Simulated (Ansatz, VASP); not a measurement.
C in VASP and in Ansatz

The input POSCAR:

```
C
1.0
    2.4562275060      0.0000000000      0.0000000000
   -1.2281137530      2.1271554177      0.0000000000
    0.0000000000      0.0000000000     24.1339601687
C
4
Direct
    0.6666666667      0.3333333333      0.5704754400
    0.3333333333      0.6666666667      0.4295245600
    0.0000000000      0.0000000000      0.4295312300
    0.0000000000      0.0000000000      0.5704687700
```

The input INCAR.step1:

```
PREC = Accurate
ENCUT = 520
EDIFF = 1E-5
ISMEAR = -1
SIGMA = 0.05
LREAL = False
LASPH = True
NELM = 80
ALGO = Normal
ISIF = 2
LWAVE = True
LCHARG = False
NBANDS = 16
GGA = PE
```

File INCAR.step2:

```
PREC = Accurate
ENCUT = 520
EDIFF = 1E-6
ISMEAR = -1
SIGMA = 0.05
LREAL = False
LASPH = True
NELM = 80
ALGO = Normal
ISIF = 2
LWAVE = False
LCHARG = False
GGA = PE
LHFCALC = True
HFSCREEN = 0.2079
PRECFOCK = Normal
NBANDS = 16
ISTART = 1
```

The input KPOINTS:

```
regular mesh
0
Gamma
  6 6 1
```

input

```
crystal:
  lattice:
    - [2.456227506, 0.0, 0.0]
    - [-1.228113753, 2.1271554177, 0.0]
    - [0.0, 0.0, 24.1339601687]
  atoms:
    - { symbol: C, position: [0.6666666667, 0.3333333333, 0.57047544] }
    - { symbol: C, position: [0.3333333333, 0.6666666667, 0.42952456] }
    - { symbol: C, position: [0.0, 0.0, 0.42953123] }
    - { symbol: C, position: [0.0, 0.0, 0.57046877] }
hamiltonian:
  xc: hse06
  pseudopotentials: { kind: paw }
kpoints:
  mp_grid: { grid: [6, 6, 1] }
  band_path:
    path:
      - [[0.0, 0.0, 0.0], [0.5, 0.0, 0.0], [0.3333333333, 0.3333333333, 0.0], [0.0, 0.0, 0.0], [0.0, 0.0, 0.5], [0.5, 0.0, 0.5], [0.3333333333, 0.3333333333, 0.5], [0.0, 0.0, 0.5]]
      - [[0.5, 0.0, 0.5], [0.5, 0.0, 0.0]]
      - [[0.3333333333, 0.3333333333, 0.0], [0.3333333333, 0.3333333333, 0.5]]
    npoints: 4
scf:
  occupations: { method: fermi_dirac, width: 0.05 }
  n_extra_bands: 10
output:
  forces: true
  stress: true
  eigenvalues: true
  fatbands: false
```

Alike in both runs: functional HSE06; k mesh 6 × 6 × 1; occupations fermi-dirac, width 0.05 eV; no spin polarisation.

```csv
,VASP,Ansatz
version,VASP 6.6.1,Ansatz 0.2.0
potentials or method,"VASP PAW PBE potentials, release 64 (C)",Ansatz PAW
plane-wave cutoff (eV),520,420
valence electrons in the cell,16,16
task,single point,band structure
```

|  | VASP | Ansatz | Ansatz less VASP |
| --- | --- | --- | --- |
| gap on the k mesh at the Fermi level (eV) | none | none | - |
| rms of the force components (eV/Å) | 0.024 | 0.024 | 0.0000 |

Atom by atom the forces differ by 0.000 eV/Å (rms over components). A gap of «none» marks a metal or a gap that the smearing closes. With one functional, cell and mesh, what is left measures potentials, basis and numerics.

The k mesh is coarse, so the values compare programs but aren't converged.
